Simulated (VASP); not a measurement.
# NbSi (wurtzite type) (P6_3/mmc) in VASP: single point with PBE

Aim: the single point of NbSi (wurtzite type) with PBE.

Everything below comes from runs of VASP 6.6.1. Logs are shortened: lines on timing, memory, paths and dates and some standing lists are left out, and cuts for length are marked.

**1. The cell of the first run**

Symmetry: P6_3/mmc, No. 194, hexagonal system. Conventional cell: a = 4.408 Å, b = 4.408 Å, c = 4.999 Å, α = 90.00°, β = 90.00°, γ = 120.00°. Nb (site symmetry -6m2) has 5 Si at 2.50 to 2.54 Å within 3.3 Å. Within 3.3 Å of Si (site symmetry -6m2) lie 5 Nb at 2.50 to 2.54 Å.

**2. Single point, PBE**

The input, INCAR:

```
SYSTEM = NbSi
PREC = Accurate ; ENCUT = 520
EDIFF = 1E-6 ; ISMEAR = -1
SIGMA = 0.03 ; LREAL = .FALSE.
LASPH = .TRUE. ; NELM = 100
ALGO = Normal ; ISIF = 2
LWAVE = .FALSE. ; LCHARG = .FALSE.
GGA = PE ; NBANDS = 25
```

The input, KPOINTS:

```
regular mesh
0
G
  10 10 6
  0 0 0
```

The input, POSCAR:

```
NbSi
1.0
    4.4076651727      0.0000000000      0.0000000000
   -2.2038325864      3.8171500109      0.0000000000
    0.0000000000      0.0000000000      4.9988071751
Nb Si
2 2
Direct
    0.3333333333      0.6666666667     -0.0619998964
    0.6666666667      0.3333333333      0.4380001036
    0.3333333333      0.6666666667      0.4379998964
    0.6666666667      0.3333333333      0.9379998964
```

Potentials or basis: VASP PAW PBE potentials, release 64 (Nb_sv, Si).

On the command line:

```
$ cat potpaw_PBE.64/Nb_sv/POTCAR potpaw_PBE.64/Si/POTCAR > POTCAR
$ mpirun -np 1 vasp_std > vasp.out
```

OUTCAR:

```text
SYSTEM = NbSi
   PREC = Accurate
   ENCUT = 520
   EDIFF = 1E-6
   ISMEAR = -1
   LREAL = .FALSE.
   LASPH = .TRUE.
   NELM = 100
   ISIF = 2
   GGA = PE

 ion  position               nearest neighbor table
   1  0.333  0.667  0.938-   3 2.50   3 2.50   4 2.54   4 2.54   4 2.54
   2  0.667  0.333  0.438-   4 2.50   4 2.50   3 2.54   3 2.54   3 2.54
   3  0.333  0.667  0.438-   1 2.50   1 2.50   2 2.54   2 2.54   2 2.54
   4  0.667  0.333  0.938-   2 2.50   2 2.50   1 2.54   1 2.54   1 2.54

  LATTYP: Found a hexagonal cell.
 ALAT       =     4.4076651727
 C/A-ratio  =     1.1341168122

  Lattice vectors:

 A1 = (   4.4076651727,   0.0000000000,   0.0000000000)
 A2 = (  -2.2038325864,   3.8171500109,   0.0000000000)
 A3 = (   0.0000000000,   0.0000000000,   4.9988071751)

Analysis of symmetry for initial positions (statically):
=====================================================================
 Subroutine PRICEL returns:
 Original cell was already a primitive cell.

 Routine SETGRP: Setting up the symmetry group for a
 hexagonal supercell.

 Subroutine GETGRP returns: Found 24 space group operations
 (whereof  6 operations were pure point group operations)
 out of a pool of 24 trial point group operations.

The static configuration has the point symmetry C_3v.
 The point group associated with its full space group is D_6h.

Analysis of symmetry for dynamics (positions and initial velocities):
=====================================================================
 Subroutine PRICEL returns:
 Original cell was already a primitive cell.

 Routine SETGRP: Setting up the symmetry group for a
 hexagonal supercell.

 Subroutine GETGRP returns: Found 24 space group operations
 (whereof  6 operations were pure point group operations)
 out of a pool of 24 trial point group operations.

The dynamic configuration has the point symmetry C_3v.
 The point group associated with its full space group is D_6h.

 Subroutine INISYM returns: Found 24 space group operations
 (whereof  6 operations are pure point group operations),
 and found     1 'primitive' translations

----------------------------------------------------------------------------------------

[... 86 lines left out ...]
 SYSTEM =  NbSi
   PREC   = accura    normal or accurate (medium, high low for compatibility)
   ISTART =      0    job   : 0-new  1-cont  2-samecut
   ICHARG =      2    charge: 1-file 2-atom 10-const
   ISPIN  =      1    spin polarized calculation?
   LNONCOLLINEAR =      F non collinear calculations
   LSORBIT =      F    spin-orbit coupling
   LASPH  =      T    aspherical Exc in radial PAW
   ENCUT  =  520.0 eV  38.22 Ry    6.18 a.u.   8.20  8.20  9.29*2*pi/ulx,y,z
   NELM   =    100;   NELMIN=  2; NELMDL= -5     # of ELM steps
   EDIFF  = 0.1E-05   stopping-criterion for ELM
   LREAL  =      F    real-space projection
   EDIFFG = 0.1E-04   stopping-criterion for IOM
   NSW    =      0    number of steps for IOM
   IBRION =     -1    ionic relax: 0-MD 1-quasi-New 2-CG
   NFREE  =      0    steps in history (QN), initial steepest desc. (CG)
   ISIF   =      2    stress and relaxation
   ISYM   =      2    0-nonsym 1-usesym 2-fastsym
   POTIM  = 0.5000    time-step for ionic-motion
   TEBEG  =    0.0;   TEEND  =   0.0 temperature during run
   PSTRESS=    0.0 pullay stress
   NELECT =      34.0000    total number of electrons
   NUPDOWN=      -1.0000    fix difference up-down
   EMIN   =  10.00;   EMAX   =-10.00  energy-range for DOS
   EFERMI =   0.00;   METHOD = LEGACY
   ISMEAR =    -1;   SIGMA  =   0.03  broadening in eV -4-tet -1-fermi 0-gaus
   EFERMI_NEDOS =   21; number of points for ismear=-14 and -15
   IALGO  =     38    algorithm
   IMIX   =      4    mixing-type and parameters
     AMIX     =   0.40;   BMIX     =  1.00
     AMIX_MAG =   1.60;   BMIX_MAG =  1.00
  volume/ion in A,a.u.               =      21.03       141.89
  Fermi-wavevector in a.u.,A,eV,Ry     =   1.210495  2.287504 19.936598  1.465299
  Thomas-Fermi vector in A             =   2.346040
   LORBIT       =      0    0 simple, 1 ext, 2 COOP (PROOUT), +10 PAW based schemes
   GGA     = PE    functional components
   LHFCALC =     F    Hartree Fock is set to
   AEXX    =    0.0000 exact exchange contribution
   IVDW    =     0    specifies the selected vdW correction
   LEPSILON=     F    determine dielectric tensor
   LRPA    =     F    only Hartree local field effects (RPA)
 non-spin polarized calculation
  energy-cutoff  :      520.00
  volume of cell :       84.10
 maximum number of plane-waves:      2293
 NGX is ok and might be reduce to    36
   NGX = 17   NGY = 17   NGZ = 19

 number of electron      34.0000004 magnetization

 Free energy of the ion-electron system (eV)
  ---------------------------------------------------
  ext. energy  EPLUGINS =         0.00000000
  ---------------------------------------------------
  free energy    TOTEN  =       -30.93887598 eV

  energy without entropy =      -30.92468711  energy(sigma->0) =      -30.93178154

 E-fermi :   7.2298     XC(G=0): -10.3335

 val. band max:        7.2278886828   @ k =   0.4000   0.1000   0.1667
 cond. band min:       7.2393983373   @ k =   0.3000   0.3000   0.3333
 fundamental gap:      0.0115096544
 Fermi energy:         7.2298151792

 k-point     1 :       0.0000    0.0000    0.0000
  band No.  band energies     occupation
      1     -47.7219      2.00000
      2     -47.6998      2.00000
      3     -23.8799      2.00000
      4     -23.8799      2.00000
      5     -23.8493      2.00000
      6     -23.8078      2.00000
[... 661 lines left out ...]
     24      10.6783      0.00000
     25      11.7601      0.00000

 [... further k-points ...]
[... 5 lines left out ...]
  --------------------------------------------------------------------------------------
  -------------------------------------------------------------------------------------
  Total       -0.0749475     -0.0749475     -0.0790032      0.0000000     -0.0000000     -0.0000000
  in kB       -1.4277551     -1.4277551     -1.5050163      0.0000000     -0.0000000     -0.0000000
  external PRESSURE =      -1.4535089 kB  Pullay stress =       0.0000000 kB

 VOLUME and BASIS-vectors are now :
 -----------------------------------------------------------------------------
  energy-cutoff  :      520.00
  volume of cell :       84.10
      direct lattice vectors                 reciprocal lattice vectors
     4.407665173  0.000000000  0.000000000     0.226877487  0.130987778  0.000000000
    -2.203832586  3.817150011  0.000000000     0.000000000  0.261975557  0.000000000
     0.000000000  0.000000000  4.998807175     0.000000000  0.000000000  0.200047724

 POSITION                                       TOTAL-FORCE (eV/Angst)
 -----------------------------------------------------------------------------------
     -0.00000      2.54477      4.68888         0.000000      0.000000      0.000000
      2.20383      1.27238      2.18948        -0.000000     -0.000000     -0.000000
     -0.00000      2.54477      2.18948         0.000000      0.000000      0.000000
      2.20383      1.27238      4.68888         0.000000      0.000000      0.000000
 -----------------------------------------------------------------------------------
    total drift:                               -0.000000      0.000000     -0.000112

  FREE ENERGIE OF THE ION-ELECTRON SYSTEM (eV)
  ---------------------------------------------------
  free  energy   TOTEN  =       -30.9388759751 eV

  energy  without entropy=      -30.9246871138  energy(sigma->0) =      -30.93178154
```

Wall time 88 s (1 thread of Intel Xeon Platinum 8488C (Sapphire Rapids), shared host); peak memory 0.27 GiB.

What came out:

* Free energy: -30.9389 eV
* Pressure: -0.1 GPa
* Band gap on the k mesh: zero (band 17 reaches 8.49 eV, above the bottom of band 18 at 6.67 eV)

Levels at points of the mesh, in eV from the Fermi level:
```tsv
k point	band 13	band 14	band 15	band 16	band 17	band 18	band 19	band 20	band 21	band 22
(0.00, 0.00, 0.00)	-2.32	-2.32	-2.05	-1.02	-1.02	-0.18	1.47	1.47	2.98	3.58
(0.50, 0.00, 0.00)	-1.82	-1.80	-1.64	-1.57	-0.33	-0.28	0.88	1.04	2.17	2.48
(0.00, 0.00, 0.50)	-2.93	-2.93	-2.93	-2.93	1.26	1.26	1.26	1.26	3.83	3.83
(0.50, 0.00, 0.50)	-2.25	-2.25	-2.13	-2.13	0.19	0.19	0.74	0.74	2.51	2.51
```
